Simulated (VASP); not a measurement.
# Ta (Im-3m) in VASP: a series of runs

Ta is run at these levels: LDA; tasks: single point, relaxation of cell and atoms.

Program: VASP 6.6.1. These are calculated values, not measurements. Logs are shortened: lines on timing, memory, paths and dates and some standing lists are left out, and cuts for length are marked.

### 1 The cell of the first run

The structure is cubic, space group Im-3m (No. 229). The conventional cell has a = 3.253 Å, b = 3.253 Å, c = 3.253 Å, α = 90.00°, β = 90.00°, γ = 90.00°. Ta (site symmetry m-3m) has 14 Ta at 2.82 to 3.25 Å within 3.7 Å.

### 2 Single point, LDA

Contents of INCAR:

```
SYSTEM = Ta
PREC = Accurate
ENCUT = 520
EDIFF = 1E-6
ISMEAR = 0
SIGMA = 0.1
LREAL = .False.
LASPH = .True.
NELM = 80
ALGO = Normal
ISIF = 2
LWAVE = .False.
LCHARG = .False.
GGA = CA
NBANDS = 12
```

Contents of KPOINTS:

```
regular mesh
0
Gamma
  24 24 24
  0 0 0
```

Contents of POSCAR:

```
Ta
1.0
   -1.6265705318      1.6265705318      1.6265705318
    1.6265705318     -1.6265705318      1.6265705318
    1.6265705318      1.6265705318     -1.6265705318
Ta
1
Direct
    0.0000000000      0.0000000000      0.0000000000
```

Potentials or basis: VASP PAW LDA potentials, release 64 (Ta_pv).

The run is started by

```bash
cat potpaw_LDA.64/Ta_pv/POTCAR > POTCAR
mpirun -np 1 vasp_std > vasp.out
```

OUTCAR:

```text
SYSTEM = Ta
   PREC = Accurate
   ENCUT = 520
   EDIFF = 1E-6
   ISMEAR = 0
   LREAL = .False.
   LASPH = .True.
   NELM = 80
   ISIF = 2
   GGA = CA

 ion  position               nearest neighbor table
   1  0.000  0.000  0.000-

  LATTYP: Found a body centered cubic cell.
 ALAT       =     3.2531410636

  Lattice vectors:

 A1 = (  -1.6265705318,   1.6265705318,   1.6265705318)
 A2 = (   1.6265705318,  -1.6265705318,   1.6265705318)
 A3 = (   1.6265705318,   1.6265705318,  -1.6265705318)

Analysis of symmetry for initial positions (statically):
=====================================================================
 Subroutine PRICEL returns:
 Original cell was already a primitive cell.

 Routine SETGRP: Setting up the symmetry group for a
 body centered cubic supercell.

 Subroutine GETGRP returns: Found 48 space group operations
 (whereof 48 operations were pure point group operations)
 out of a pool of 48 trial point group operations.

The static configuration has the point symmetry O_h .

Analysis of symmetry for dynamics (positions and initial velocities):
=====================================================================
 Subroutine PRICEL returns:
 Original cell was already a primitive cell.

 Routine SETGRP: Setting up the symmetry group for a
 body centered cubic supercell.

 Subroutine GETGRP returns: Found 48 space group operations
 (whereof 48 operations were pure point group operations)
 out of a pool of 48 trial point group operations.

The dynamic configuration has the point symmetry O_h .

 Subroutine INISYM returns: Found 48 space group operations
 (whereof 48 operations are pure point group operations),
 and found     1 'primitive' translations

----------------------------------------------------------------------------------------

                                     Primitive cell

  volume of cell :      17.2139

  direct lattice vectors                    reciprocal lattice vectors
    -1.626570532  1.626570532  1.626570532     0.000000000  0.307395216  0.307395216
     1.626570532 -1.626570532  1.626570532     0.307395216  0.000000000  0.307395216
     1.626570532  1.626570532 -1.626570532     0.307395216  0.307395216  0.000000000

  length of vectors
     2.817302803  2.817302803  2.817302803     0.434722484  0.434722484  0.434722484

  position of ions in fractional coordinates (direct lattice)
     0.000000000  0.000000000  0.000000000

  ion indices of the primitive-cell ions
   primitive index   ion index
                 1           1

----------------------------------------------------------------------------------------

 KPOINTS: regular mesh

Automatic generation of k-mesh.
 Grid dimensions read from file:
 generate k-points for:   24   24   24

 Generating k-lattice:

  Cartesian coordinates                     Fractional coordinates (reciprocal lattice)
     0.000000000  0.012808134  0.012808134     0.041666667  0.000000000  0.000000000
     0.012808134  0.000000000  0.012808134     0.000000000  0.041666667  0.000000000
     0.012808134  0.012808134  0.000000000     0.000000000  0.000000000  0.041666667

  Length of vectors
     0.018113437  0.018113437  0.018113437

  Shift w.r.t. Gamma in fractional coordinates (k-lattice)
     0.000000000  0.000000000  0.000000000

 Subroutine IBZKPT returns following result:
 ===========================================

 Found    413 irreducible k-points:

 Following reciprocal coordinates:
            Coordinates               Weight
  0.000000  0.000000  0.000000      1.000000
  0.041667  0.000000  0.000000     12.000000
  0.083333  0.000000  0.000000     12.000000
  0.125000  0.000000  0.000000     12.000000
  0.166667  0.000000  0.000000     12.000000
  0.208333  0.000000  0.000000     12.000000
[... 16 lines left out ...]
  0.416667  0.041667  0.000000     48.000000
  0.458333  0.041667  0.000000     48.000000
 [... further k-points ...]
   k-points           NKPTS =    413   k-points in BZ     NKDIM =    413   number of bands    NBANDS=     12
   number of dos      NEDOS =    301   number of ions     NIONS =      1
   total plane-waves  NPLWV =  13824
   dimension x,y,z NGX =    24 NGY =   24 NGZ =   24
   dimension x,y,z NGXF=    48 NGYF=   48 NGZF=   48
   ions per type =               1
   NGX,Y,Z   is equivalent  to a cutoff of  14.16, 14.16, 14.16 a.u.
   NGXF,Y,Z  is equivalent  to a cutoff of  28.32, 28.32, 28.32 a.u.
 SYSTEM =  Ta
   PREC   = accura    normal or accurate (medium, high low for compatibility)
   ISTART =      0    job   : 0-new  1-cont  2-samecut
   ICHARG =      2    charge: 1-file 2-atom 10-const
   ISPIN  =      1    spin polarized calculation?
   LNONCOLLINEAR =      F non collinear calculations
   LSORBIT =      F    spin-orbit coupling
   LASPH  =      T    aspherical Exc in radial PAW
   ENCUT  =  520.0 eV  38.22 Ry    6.18 a.u.   5.24  5.24  5.24*2*pi/ulx,y,z
   NELM   =     80;   NELMIN=  2; NELMDL= -5     # of ELM steps
   EDIFF  = 0.1E-05   stopping-criterion for ELM
   LREAL  =      F    real-space projection
   EDIFFG = 0.1E-04   stopping-criterion for IOM
   NSW    =      0    number of steps for IOM
   IBRION =     -1    ionic relax: 0-MD 1-quasi-New 2-CG
   NFREE  =      0    steps in history (QN), initial steepest desc. (CG)
   ISIF   =      2    stress and relaxation
   ISYM   =      2    0-nonsym 1-usesym 2-fastsym
   POTIM  = 0.5000    time-step for ionic-motion
   TEBEG  =    0.0;   TEEND  =   0.0 temperature during run
   PSTRESS=    0.0 pullay stress
   NELECT =      11.0000    total number of electrons
   NUPDOWN=      -1.0000    fix difference up-down
   EMIN   =  10.00;   EMAX   =-10.00  energy-range for DOS
   EFERMI =   0.00;   METHOD = LEGACY
   ISMEAR =     0;   SIGMA  =   0.10  broadening in eV -4-tet -1-fermi 0-gaus
   EFERMI_NEDOS =   21; number of points for ismear=-14 and -15
   IALGO  =     38    algorithm
   IMIX   =      4    mixing-type and parameters
     AMIX     =   0.40;   BMIX     =  1.00
     AMIX_MAG =   1.60;   BMIX_MAG =  1.00
  volume/ion in A,a.u.               =      17.21       116.16
  Fermi-wavevector in a.u.,A,eV,Ry     =   1.410088  2.664680 27.053112  1.988348
  Thomas-Fermi vector in A             =   2.532077
   LORBIT       =      0    0 simple, 1 ext, 2 COOP (PROOUT), +10 PAW based schemes
   GGA     = CA    functional components
   LHFCALC =     F    Hartree Fock is set to
   AEXX    =    0.0000 exact exchange contribution
   IVDW    =     0    specifies the selected vdW correction
   LEPSILON=     F    determine dielectric tensor
   LRPA    =     F    only Hartree local field effects (RPA)
 non-spin polarized calculation
 Gauss-broadening in eV      SIGMA  =   0.10
  energy-cutoff  :      520.00
  volume of cell :       17.21
 maximum number of plane-waves:       478
 NGX is ok and might be reduce to    24
   NGX = 11   NGY = 11   NGZ = 11

 number of electron      11.0000000 magnetization

 Free energy of the ion-electron system (eV)
  ---------------------------------------------------
  ext. energy  EPLUGINS =         0.00000000
  ---------------------------------------------------
  free energy    TOTEN  =       -12.83149142 eV

  energy without entropy =      -12.82594579  energy(sigma->0) =      -12.82871860

 E-fermi :   5.7681     XC(G=0): -13.0276

 val. band max:        5.7607888783   @ k =  -0.3750   0.4167   0.0833
 cond. band min:       5.7688946067   @ k =  -0.4167  -0.4167   0.0417
 fundamental gap:      0.0081057284
 Fermi energy:         5.7680820764

 k-point     1 :       0.0000    0.0000    0.0000
  band No.  band energies     occupation
      1     -26.9402      2.00000
      2     -26.9402      2.00000
      3     -26.9402      2.00000
      4      -2.2294      2.00000
      5       6.4481      0.00000
      6       6.4481      0.00000
      7       6.4481      0.00000
      8       9.8708      0.00000
      9       9.8708      0.00000
     10      19.6219      0.00000
     11      21.0678      0.00000
     12      21.0678      0.00000

 k-point     2 :       0.0417    0.0000    0.0000
  band No.  band energies     occupation
      1     -26.9663      2.00000
      2     -26.9481      2.00000
      3     -26.9404      2.00000
      4      -2.1461      2.00000
      5       6.3938      0.00000
      6       6.4347      0.00000
      7       6.5293      0.00000
      8       9.7774      0.00000
      9       9.8705      0.00000
     10      19.6220      0.00000
     11      21.1450      0.00000
     12      21.2118      0.00000

 k-point     3 :       0.0833    0.0000    0.0000
  band No.  band energies     occupation
      1     -27.0422      2.00000
      2     -26.9712      2.00000
      3     -26.9409      2.00000
      4      -1.9014      2.00000
      5       6.2385      0.00000
      6       6.3831      0.00000
      7       6.7715      0.00000
      8       9.5484      0.00000
      9       9.8724      0.00000
     10      19.6219      0.00000
     11      21.3582      0.00000
     12      21.6351      0.00000
[... 286 lines left out ...]
 k-point    23 :       0.4167    0.0417    0.0000
  band No.  band energies     occupation
      1     -28.2708      2.00000
      2     -27.3752      2.00000
      3     -26.9606      2.00000
      4       1.2737      2.00000
      5       4.1424      2.00000
      6       7.1473      0.00000
      7       9.8201      0.00000
      8      10.8125      0.00000
      9      13.4909      0.00000
     10      18.3716      0.00000
     11      18.6637      0.00000
     12      19.6464      0.00000

 k-point    24 :       0.4583    0.0417    0.0000
  band No.  band energies     occupation
      1     -28.3126      2.00000
      2     -27.3901      2.00000
      3     -26.9610      2.00000
      4       1.2664      2.00000
      5       4.0800      2.00000
      6       7.5522      0.00000
      7       9.7604      0.00000
      8      10.9091      0.00000
      9      13.9886      0.00000
     10      18.1036      0.00000
     11      18.2557      0.00000
     12      19.6404      0.00000

 [... further k-points ...]

------------------------ aborting loop because EDIFF is reached ----------------------------------------

  FORCE on cell =-STRESS in cart. coord.  units (eV):
  Direction    XX          YY          ZZ          XY          YZ          ZX
  --------------------------------------------------------------------------------------
  -------------------------------------------------------------------------------------
  Total        0.0936474      0.0936474      0.0936474      0.0000000     -0.0000000      0.0000000
  in kB        8.7162100      8.7162100      8.7162100      0.0000000     -0.0000000      0.0000000
  external PRESSURE =       8.7162100 kB  Pullay stress =       0.0000000 kB

 VOLUME and BASIS-vectors are now :
 -----------------------------------------------------------------------------
  energy-cutoff  :      520.00
  volume of cell :       17.21
      direct lattice vectors                 reciprocal lattice vectors
    -1.626570532  1.626570532  1.626570532     0.000000000  0.307395216  0.307395216
     1.626570532 -1.626570532  1.626570532     0.307395216  0.000000000  0.307395216
     1.626570532  1.626570532 -1.626570532     0.307395216  0.307395216  0.000000000

 POSITION                                       TOTAL-FORCE (eV/Angst)
 -----------------------------------------------------------------------------------
      0.00000      0.00000      0.00000        -0.000000     -0.000000     -0.000000
 -----------------------------------------------------------------------------------
    total drift:                                0.000000      0.000000      0.000000

  FREE ENERGIE OF THE ION-ELECTRON SYSTEM (eV)
  ---------------------------------------------------
  free  energy   TOTEN  =       -12.8314914186 eV

  energy  without entropy=      -12.8259457886  energy(sigma->0) =      -12.82871860
```

Run time: 28 s. Hardware: 1 thread of Intel Xeon Platinum 8488C (Sapphire Rapids), shared host; peak memory 0.19 GiB.

Results:

```
Free energy : -12.8315 eV
Pressure    : 0.9 GPa
```

Caveat: spin-orbit coupling is left out, which moves the levels of the heavy elements.

[end of part 1 of 2]
